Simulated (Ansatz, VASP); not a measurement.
Two plane-wave programs on La

```
CELL_PARAMETERS angstrom
3.83366 0.00000 0.00000
-1.91683 3.32004 0.00000
0.00000 0.00000 6.13548
ATOMIC_POSITIONS crystal
La 0.33330 0.66670 0.25000
La 0.66660 0.33330 0.75000
```

Alike in both runs: task single point; functional r2SCAN; k mesh 10 × 10 × 6; no spin polarisation.

|  | VASP | Ansatz |
| --- | --- | --- |
| version | VASP 6.6.1 | Ansatz 0.2.0 |
| potentials or method | VASP PAW PBE potentials, release 64 (La), cutoff 520 eV | PAW plane waves |
| occupations | fermi-dirac, width 0.1 eV | fermi-dirac |
| valence electrons in the cell | 22 | 22 |

Ansatz gave:

| Quantity | Value |
| --- | --- |
| pressure (GPa) | -0.6 |
| traceless stress, the component that is largest in VASP (GPa) | -0.25 |

Problem. Which values does VASP return?

Solution. Pressure (GPa): -0.5; traceless stress, the component that is largest in VASP (GPa): -0.27.

VASP's potentials were made for PBE, not for r2SCAN. Ansatz's warnings: structure snapped to symmetry.

Spin-orbit coupling is off throughout.
